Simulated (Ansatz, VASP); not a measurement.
This is a calculation of Zn for VASP 6.6.1.

File INCAR:

```
SYSTEM = Zn
PREC = Accurate
ENCUT = 520
EDIFF = 1E-6
ISMEAR = -1
SIGMA = 0.05
LREAL = .FALSE.
LASPH = .TRUE.
NELM = 100
ALGO = Fast
ISIF = 2
LWAVE = .FALSE.
LCHARG = .FALSE.
LDIPOL = .TRUE.
IDIPOL = 3
DIPOL = 0.5 0.5 0.500
GGA = PE
NBANDS = 58
```

KPOINTS

```
regular mesh
0
G
  10 7 1
  0 0 0
```

Contents of POSCAR:

```
Zn
1.0
    2.7786128662      0.0000000000      0.0000000000
    0.0000000000      3.9295520000      0.0000000000
    0.0000000000      0.0000000000     24.7251450318
Zn
8
Direct
    0.5000000000      0.5000000000      0.3033349244
    0.0000000000      0.0000000000      0.3595249460
    0.5000000000      0.5000000000      0.4157149676
    0.0000000000      0.0000000000      0.4719049892
    0.5000000000      0.5000000000      0.5280950108
    0.0000000000      0.0000000000      0.5842850324
    0.5000000000      0.5000000000      0.6404750540
    0.0000000000      0.0000000000      0.6966650756
```

Potentials or basis: VASP PAW PBE potentials, release 64 (Zn).

Command:

```bash
$ cat potpaw_PBE.64/Zn/POTCAR > POTCAR
$ mpirun -np 1 vasp_std > vasp.out
```

Set up the same calculation for Ansatz 0.2.0. Potentials there: Ansatz PAW.

As run (the cutoff follows the program's own potentials):

input.yaml

```yaml
crystal:
  lattice:
    - [2.7786128662, 0.0, 0.0]
    - [0.0, 3.929552, 0.0]
    - [0.0, 0.0, 24.7251450318]
  atoms:
    - { symbol: Zn, position: [0.5, 0.5, 0.3033349244] }
    - { symbol: Zn, position: [0.0, 0.0, 0.359524946] }
    - { symbol: Zn, position: [0.5, 0.5, 0.4157149676] }
    - { symbol: Zn, position: [0.0, 0.0, 0.4719049892] }
    - { symbol: Zn, position: [0.5, 0.5, 0.5280950108] }
    - { symbol: Zn, position: [0.0, 0.0, 0.5842850324] }
    - { symbol: Zn, position: [0.5, 0.5, 0.640475054] }
    - { symbol: Zn, position: [0.0, 0.0, 0.6966650756] }
hamiltonian:
  xc: pbe
  pseudopotentials: { kind: paw }
kpoints:
  mp_grid: { grid: [10, 7, 1] }
scf:
  occupations: { method: fermi_dirac, width: 0.05 }
output:
  forces: true
  eigenvalues: true
efield:
  axis: 3
  dipole_correction: true
  ramp_width: 0.04
```

Potentials or basis: Ansatz PAW.

Run with:

```bash
$ ansatz run input.yaml --threads 4 --pin off --max-ram 11264MiB --backend cpu --events-out ev --progress --plain --runs-dir out
```

Both were run:

|  | VASP | Ansatz | Ansatz less VASP |
| --- | --- | --- | --- |
| gap on the k mesh at the Fermi level (eV) | none | none | - |
| rms of the force components (eV/Å) | 0.084 | 0.084 | +0.0001 |

Atom by atom the forces differ by 0.004 eV/Å (rms over components). A gap of «none» marks a metal or a gap that the smearing closes. With one functional, cell and mesh, what is left measures potentials, basis and numerics.
